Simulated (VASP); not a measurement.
A run of VASP 6.6.1 is set up as follows.

Contents of INCAR:

```
ALGO = Fast
DIPOL = 0.5 0.5 0.500
EDIFF = 1E-6
ENCUT = 520
GGA = PS
IDIPOL = 3
ISIF = 2
ISMEAR = 0
LASPH = T
LCHARG = T
LDIPOL = T
LELF = T
LREAL = Auto
LVACPOTAV = T
LVHAR = T
LWAVE = F
NBANDS = 95
NELM = 80
PREC = Accurate
SIGMA = 0.1
```

File KPOINTS:

```
k-points
0
Gamma
  9 9 1
```

Contents of POSCAR:

```
Si7Ni13
1.0
    3.8684636528      0.0000000000      0.0000000000
   -1.9342318264      3.3501877970      0.0000000000
    0.0000000000      0.0000000000     29.7509557750
Si Ni
7 13
Direct
    0.6666666667      0.3333333333      0.2520927414
    0.3333333333      0.6666666667      0.3347284943
    0.6666666667      0.3333333333      0.4173642471
    0.3333333333      0.6666666667      0.5000000000
    0.6666666667      0.3333333333      0.5826357529
    0.3333333333      0.6666666667      0.6652715057
    0.6666666667      0.3333333333      0.7479072586
    0.3333333333      0.6666666667      0.2520927414
    0.0000000000      0.0000000000      0.2934106178
    0.6666666667      0.3333333333      0.3347284943
    0.0000000000      0.0000000000      0.3760463707
    0.3333333333      0.6666666667      0.4173642471
    0.0000000000      0.0000000000      0.4586821236
    0.6666666667      0.3333333333      0.5000000000
    0.0000000000      0.0000000000      0.5413178764
    0.3333333333      0.6666666667      0.5826357529
    0.0000000000      0.0000000000      0.6239536293
    0.6666666667      0.3333333333      0.6652715057
    0.0000000000      0.0000000000      0.7065893822
    0.3333333333      0.6666666667      0.7479072586
```

Potentials or basis: VASP PAW PBE potentials, release 64 (Si, Ni).

Command:

```console
$ cat potpaw_PBE.64/Si/POTCAR potpaw_PBE.64/Ni/POTCAR > POTCAR
$ mpirun -np 1 vasp_std > vasp.out
```

(1) Estimate the band gap on the k mesh.

(2) Estimate the largest force.

Results:

(1) zero (bands 79 and 80 overlap by 3.28 eV).

(2) 1.155 eV/Å.

Caveat: the PAW data sets were made with another functional, which shifts forces and pressure a little.
